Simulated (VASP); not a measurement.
# AlSi16 (a cell with a defect) in VASP: single point with PBEsol

Aim: the single point of AlSi16 (a cell with a defect) with PBEsol.

Program: VASP 6.6.1. These are calculated values, not measurements. Logs are shortened: lines on timing, memory, paths and dates and some standing lists are left out, and cuts for length are marked.

## 1. The cell of the first run

The cell holds a defect, 17 atoms: a = 7.679 Å, b = 7.679 Å, c = 7.679 Å, α = 60.00°, β = 60.00°, γ = 60.00°.

## 2. Single point, PBEsol, collinear spin, zero start

INCAR reads:

```
PREC     = Accurate       # precision mode
ENCUT    = 520            # plane-wave cutoff, eV
EDIFF    = 1E-6           # SCF threshold, eV
ISMEAR   = 0              # smearing method
SIGMA    = 0.05           # smearing width, eV
LREAL    = Auto         
LASPH    = T              # aspherical terms in the spheres
NELM     = 150            # most SCF steps
ALGO     = Normal         # electronic algorithm
ISIF     = 2              # what is computed and relaxed
LWAVE    = F              # write WAVECAR
LCHARG   = T              # write CHGCAR
ISPIN    = 2              # spin polarisation
MAGMOM   = 0 0 0 0 0 0 0 0 0 0 0 0 0 0 0 0 0 # initial moments
LORBIT   = 11             # projections on sites
GGA      = PS             # functional
LELF     = T              # ELF
LVHAR    = T            
NBANDS   = 52             # bands
```

KPOINTS reads:

```
regular mesh
0
Gamma
  2 2 2
```

POSCAR reads:

```
AlSi16
1.0
    0.0000000000      5.4300000000      5.4300000000
    5.4300000000      0.0000000000      5.4300000000
    5.4300000000      5.4300000000      0.0000000000
Si Al
16 1
Direct
   -0.0269895948      0.0058026703      0.0103744936
    0.1192988950      0.1087305709      0.1565747698
    0.0247756906     -0.0671300184      0.5209314917
    0.1191537753      0.1088342541      0.6148744015
    0.0039437385      0.4823905157      0.0139743094
    0.1151163904      0.6322611418      0.1260793738
    0.0039078269      0.4824509208      0.4992032228
    0.1502861878      0.5569987109      0.6461169429
    0.5150999079      0.0061503683      0.0109100368
    0.6091019337      0.1831604972      0.1035844383
    0.5150776243      0.0061617864      0.4672953039
    0.6611672192      0.1101226519      0.6142119705
    0.4829468692      0.5602722836     -0.0218418969
    0.6307918048      0.6325452118      0.1260275322
    0.5178691529      0.4834483425      0.4991127993
    0.6307738490      0.6325646409      0.6101607735
    0.3177410681      1.0586386740      0.8114974217
```

Potentials or basis: VASP PAW PBE potentials, release 64 (Si, Al).

Launch:

```
$ cat potpaw_PBE.64/Si/POTCAR potpaw_PBE.64/Al/POTCAR > POTCAR
$ mpirun -np 1 vasp_std > vasp.out
```

OUTCAR:

```text
PREC = Accurate
   ENCUT = 520
   EDIFF = 1E-6
   ISMEAR = 0
   LREAL = Auto
   LASPH = T
   NELM = 150
   ISIF = 2
   ISPIN = 2
   LORBIT = 11
   GGA = PS

 ion  position               nearest neighbor table
   1  0.973  0.006  0.010-  10 2.31   6 2.35  17 2.43   2 2.49   4 2.49
   2  0.119  0.109  0.157-   3 2.31   5 2.35  17 2.43   1 2.49   9 2.49
   3  0.025  0.933  0.521-  12 2.31   4 2.31   2 2.31   8 2.36
   4  0.119  0.109  0.615-   3 2.31   7 2.35  17 2.43   1 2.49  11 2.49
   5  0.004  0.482  0.014-   8 2.33   6 2.35   2 2.35  14 2.35
   6  0.115  0.632  0.126-  13 2.33   1 2.35   7 2.35   5 2.35
   7  0.004  0.482  0.499-   8 2.33   6 2.35   4 2.35  16 2.35
   8  0.150  0.557  0.646-  15 2.33   7 2.33   5 2.33   3 2.36  17 3.12
   9  0.515  0.006  0.011-  10 2.31  14 2.35  17 2.43   2 2.49  12 2.49
  10  0.609  0.183  0.104-   9 2.31  11 2.31   1 2.31  13 2.36
  11  0.515  0.006  0.467-  10 2.31  16 2.35  17 2.43   4 2.49  12 2.50
  12  0.661  0.110  0.614-   3 2.31  15 2.34  17 2.42   9 2.49  11 2.50
  13  0.483  0.560  0.978-   6 2.33  14 2.33  16 2.33  10 2.36  17 3.12
  14  0.631  0.633  0.126-  13 2.33  15 2.35   9 2.35   5 2.35
  15  0.518  0.483  0.499-   8 2.33  12 2.34  16 2.34  14 2.35
  16  0.631  0.633  0.610-  13 2.33  15 2.34  11 2.35   7 2.35
  17  0.318  0.059  0.811-  12 2.42   4 2.43   2 2.43  11 2.43   9 2.43   1 2.43   8 3.12  13 3.12

  LATTYP: Found a face centered cubic cell.
 ALAT       =    10.8600000000

  Lattice vectors:

 A1 = (   0.0000000000,   5.4300000000,   5.4300000000)
 A2 = (   5.4300000000,   0.0000000000,   5.4300000000)
 A3 = (   5.4300000000,   5.4300000000,   0.0000000000)

Analysis of symmetry for initial positions (statically):
=====================================================================
 Subroutine PRICEL returns:
 Original cell was already a primitive cell.

 Routine SETGRP: Setting up the symmetry group for a
 face centered cubic supercell.

 Subroutine GETGRP returns: Found  1 space group operations
 (whereof  1 operations were pure point group operations)
 out of a pool of 48 trial point group operations.

The static configuration has the point symmetry C_1 .

Analysis of symmetry for dynamics (positions and initial velocities):
=====================================================================
 Subroutine PRICEL returns:
 Original cell was already a primitive cell.

 Routine SETGRP: Setting up the symmetry group for a
 face centered cubic supercell.

 Subroutine GETGRP returns: Found  1 space group operations
 (whereof  1 operations were pure point group operations)
 out of a pool of 48 trial point group operations.

The dynamic configuration has the point symmetry C_1 .

Analysis of structural, dynamic, and magnetic symmetry:
=====================================================================
 Subroutine PRICEL returns:
 Original cell was already a primitive cell.

 Routine SETGRP: Setting up the symmetry group for a
 face centered cubic supercell.

 Subroutine GETGRP returns: Found  1 space group operations
 (whereof  1 operations were pure point group operations)
 out of a pool of 48 trial point group operations.

The overall configuration has the point symmetry C_1 .

 Subroutine INISYM returns: Found  1 space group operations
 (whereof  1 operations are pure point group operations),
 and found     1 'primitive' translations

----------------------------------------------------------------------------------------

                                     Primitive cell

  volume of cell :     320.2060

  direct lattice vectors                    reciprocal lattice vectors
     0.000000000  5.430000000  5.430000000    -0.092081031  0.092081031  0.092081031
     5.430000000  0.000000000  5.430000000     0.092081031 -0.092081031  0.092081031
     5.430000000  5.430000000  0.000000000     0.092081031  0.092081031 -0.092081031

  length of vectors
     7.679179644  7.679179644  7.679179644     0.159489025  0.159489025  0.159489025

  position of ions in fractional coordinates (direct lattice)
     0.973010405  0.005802670  0.010374494
     0.119298895  0.108730571  0.156574770
     0.024775691  0.932869982  0.520931492
     0.119153775  0.108834254  0.614874402
     0.003943738  0.482390516  0.013974309
     0.115116390  0.632261142  0.126079374
[... 9 lines left out ...]
     0.630773849  0.632564641  0.610160773
     0.317741068  0.058638674  0.811497422

  ion indices of the primitive-cell ions
   primitive index   ion index
                 1           1
                 2           2
                 3           3
                 4           4
                 5           5
[... 38 lines left out ...]

 Following reciprocal coordinates:
            Coordinates               Weight
  0.000000  0.000000  0.000000      1.000000
  0.500000  0.000000  0.000000      1.000000
  0.000000  0.500000  0.000000      1.000000
  0.000000  0.000000  0.500000      1.000000
  0.500000  0.500000  0.500000      1.000000
  0.500000  0.500000  0.000000      1.000000
  0.000000  0.500000  0.500000      1.000000
  0.500000  0.000000  0.500000      1.000000
   k-points           NKPTS =      8   k-points in BZ     NKDIM =      8   number of bands    NBANDS=     52
   number of dos      NEDOS =    301   number of ions     NIONS =     17
   total plane-waves  NPLWV = 216000
   dimension x,y,z NGX =    60 NGY =   60 NGZ =   60
   dimension x,y,z NGXF=   120 NGYF=  120 NGZF=  120
   ions per type =              16   1
   NGX,Y,Z   is equivalent  to a cutoff of  12.99, 12.99, 12.99 a.u.
   NGXF,Y,Z  is equivalent  to a cutoff of  25.98, 25.98, 25.98 a.u.
 SYSTEM =  unknown system
   PREC   = accura    normal or accurate (medium, high low for compatibility)
   ISTART =      0    job   : 0-new  1-cont  2-samecut
   ICHARG =      2    charge: 1-file 2-atom 10-const
   ISPIN  =      2    spin polarized calculation?
   LNONCOLLINEAR =      F non collinear calculations
   LSORBIT =      F    spin-orbit coupling
   LASPH  =      T    aspherical Exc in radial PAW
   ENCUT  =  520.0 eV  38.22 Ry    6.18 a.u.  14.28 14.28 14.28*2*pi/ulx,y,z
   NELM   =    150;   NELMIN=  2; NELMDL= -5     # of ELM steps
   EDIFF  = 0.1E-05   stopping-criterion for ELM
   LREAL  =      T    real-space projection
   EDIFFG = 0.1E-04   stopping-criterion for IOM
   NSW    =      0    number of steps for IOM
   IBRION =     -1    ionic relax: 0-MD 1-quasi-New 2-CG
   NFREE  =      0    steps in history (QN), initial steepest desc. (CG)
   ISIF   =      2    stress and relaxation
   ISYM   =      2    0-nonsym 1-usesym 2-fastsym
   POTIM  = 0.5000    time-step for ionic-motion
   TEBEG  =    0.0;   TEEND  =   0.0 temperature during run
   PSTRESS=    0.0 pullay stress
   NELECT =      67.0000    total number of electrons
   NUPDOWN=      -1.0000    fix difference up-down
   EMIN   =  10.00;   EMAX   =-10.00  energy-range for DOS
   EFERMI =   0.00;   METHOD = LEGACY
   ISMEAR =     0;   SIGMA  =   0.05  broadening in eV -4-tet -1-fermi 0-gaus
   EFERMI_NEDOS =   21; number of points for ismear=-14 and -15
   IALGO  =     38    algorithm
   IMIX   =      4    mixing-type and parameters
     AMIX     =   0.40;   BMIX     =  1.00
     AMIX_MAG =   1.60;   BMIX_MAG =  1.00
  volume/ion in A,a.u.               =      18.84       127.11
  Fermi-wavevector in a.u.,A,eV,Ry     =   0.971904  1.836632 12.852022  0.944597
  Thomas-Fermi vector in A             =   2.102159
   LORBIT       =     11    0 simple, 1 ext, 2 COOP (PROOUT), +10 PAW based schemes
   GGA     = PS    functional components
   LHFCALC =     F    Hartree Fock is set to
   AEXX    =    0.0000 exact exchange contribution
   IVDW    =     0    specifies the selected vdW correction
   LEPSILON=     F    determine dielectric tensor
   LRPA    =     F    only Hartree local field effects (RPA)
 spin polarized calculation
 Gauss-broadening in eV      SIGMA  =   0.05
  energy-cutoff  :      520.00
  volume of cell :      320.21
 maximum number of plane-waves:      8646
 NGX is ok and might be reduce to    60
   NGX = 29   NGY = 29   NGZ = 29

 number of electron      67.0000000 magnetization      -0.0000034

 number of electron      67.0000000 magnetization       0.0000063

 Free energy of the ion-electron system (eV)
  ---------------------------------------------------
  ext. energy  EPLUGINS =         0.00000000
  ---------------------------------------------------
  free energy    TOTEN  =       -91.79766789 eV

  energy without entropy =      -91.78326562  energy(sigma->0) =      -91.79046676

 E-fermi :   6.7587     XC(G=0):  -9.8087

 val. band max:        6.6922059992   @ k =   0.5000   0.0000   0.5000
 cond. band min:       6.7779396745   @ k =   0.0000   0.0000   0.5000
 fundamental gap:      0.0857336753
 Fermi energy:         6.7586808960

 spin component 1

 k-point     1 :       0.0000    0.0000    0.0000
  band No.  band energies     occupation
      1      -5.9871      1.00000
      2      -3.5520      1.00000
      3      -3.5244      1.00000
      4      -3.5228      1.00000
      5      -3.5032      1.00000
      6      -2.0753      1.00000
[... 373 lines left out ...]
     44      10.1582      0.00000
     45      10.3054      0.00000
 Fermi energy:         6.7586808960

 spin component 2

 k-point     1 :       0.0000    0.0000    0.0000
  band No.  band energies     occupation
      1      -5.9871      1.00000
      2      -3.5520      1.00000
      3      -3.5244      1.00000
      4      -3.5228      1.00000
      5      -3.5032      1.00000
      6      -2.0753      1.00000
[... 373 lines left out ...]
     44      10.1582      0.00000
     45      10.3054      0.00000
 [bands above 45 left out]

------------------------ aborting loop because EDIFF is reached ----------------------------------------

  FORCE on cell =-STRESS in cart. coord.  units (eV):
  Direction    XX          YY          ZZ          XY          YZ          ZX
  --------------------------------------------------------------------------------------
  -------------------------------------------------------------------------------------
  Total        6.2186801      6.2122756      6.2152553      1.7889756      1.8401981     -1.8382012
  in kB       31.1156815     31.0836359     31.0985452      8.9512875      9.2075838     -9.1975919
  external PRESSURE =      31.0992875 kB  Pullay stress =       0.0000000 kB

 VOLUME and BASIS-vectors are now :
 -----------------------------------------------------------------------------
  energy-cutoff  :      520.00
  volume of cell :      320.21
      direct lattice vectors                 reciprocal lattice vectors
     0.000000000  5.430000000  5.430000000    -0.092081031  0.092081031  0.092081031
     5.430000000  0.000000000  5.430000000     0.092081031 -0.092081031  0.092081031
     5.430000000  5.430000000  0.000000000     0.092081031  0.092081031 -0.092081031

 POSITION                                       TOTAL-FORCE (eV/Angst)
 -----------------------------------------------------------------------------------
      0.08784      5.33978      5.31495        -0.009367      0.007289     -0.005299
      1.44061      1.49799      1.23820         0.018314     -0.003712      0.011625
      7.89414      2.96319      5.20002        -0.000629     -0.002113      0.025665
      3.92974      3.98577      1.23797         0.003968     -0.013359      0.012161
      2.69526      0.09730      2.64080         0.008915      0.004931     -0.010051
      4.11779      1.30969      4.05826        -0.011551      0.009321      0.013142
[... 9 lines left out ...]
      6.74800      6.73828      6.85993         0.020975      0.010637     -0.007377
      4.72484      6.13176      2.04374         0.015332     -0.014638     -0.027673
 -----------------------------------------------------------------------------------
    total drift:                                0.000900     -0.002941     -0.003198

  FREE ENERGIE OF THE ION-ELECTRON SYSTEM (eV)
  ---------------------------------------------------
  free  energy   TOTEN  =       -91.7976678937 eV

  energy  without entropy=      -91.7832656204  energy(sigma->0) =      -91.79046676

 total charge

# of ion       s       p       d       tot
------------------------------------------
    1        0.759   0.916   0.000   1.675
    2        0.759   0.917   0.000   1.675
    3        0.760   0.943   0.000   1.703
    4        0.759   0.917   0.000   1.675
    5        0.747   0.942   0.000   1.689
    6        0.747   0.941   0.000   1.689
[... 9 lines left out ...]
   16        0.747   0.941   0.000   1.688
   17        0.463   0.399   0.000   0.862
--------------------------------------------------
tot         12.507  15.326   0.000  27.833

 magnetization (x)

# of ion       s       p       d       tot
------------------------------------------
    1        0.000  -0.000   0.000   0.000
    2        0.000   0.000   0.000   0.000
    3       -0.000   0.000   0.000   0.000
    4        0.000   0.000   0.000   0.000
    5       -0.000   0.000   0.000   0.000
    6       -0.000  -0.000   0.000  -0.000
[... 9 lines left out ...]
   16       -0.000  -0.000   0.000  -0.000
   17        0.000   0.000   0.000   0.000
--------------------------------------------------
tot          0.000   0.000   0.000   0.000
```

Wall time 3.3 min (1 thread of Intel Xeon 6975P-C (Granite Rapids), shared host); peak memory 0.7 GiB.

Results:

- Free energy: -91.7977 eV
- Pressure: 3.1 GPa
- Largest force: 0.042 eV/Å
- Net moment: 0.00 μB per cell
- Valence electrons inside the program's atomic spheres: Si 1.68, 1.70, 1.69; Al 0.86

Forces on the atoms (eV/Å):
```
Si  -0.009  0.007 -0.005
Si   0.018 -0.004  0.012
Si  -0.001 -0.002  0.026
Si   0.004 -0.013  0.012
Si   0.009  0.005 -0.010
Si  -0.012  0.009  0.013
Si  -0.003 -0.010 -0.010
Si  -0.011  0.012 -0.018
Si  -0.023  0.001 -0.012
Si   0.023 -0.021  0.030
Si   0.001  0.025 -0.009
Si  -0.001 -0.006  0.003
Si  -0.014  0.014 -0.006
Si  -0.011 -0.021 -0.006
Si  -0.006  0.007  0.016
Si   0.021  0.011 -0.007
Al   0.015 -0.015 -0.028
```

Stress tensor (GPa, compression positive):
```
 3.11  0.90 -0.92
 0.90  3.11  0.92
-0.92  0.92  3.11
```

Caveat: the k points lie up to 0.50 Å⁻¹ apart; the PAW data sets were made with another functional, which shifts forces and pressure a little.
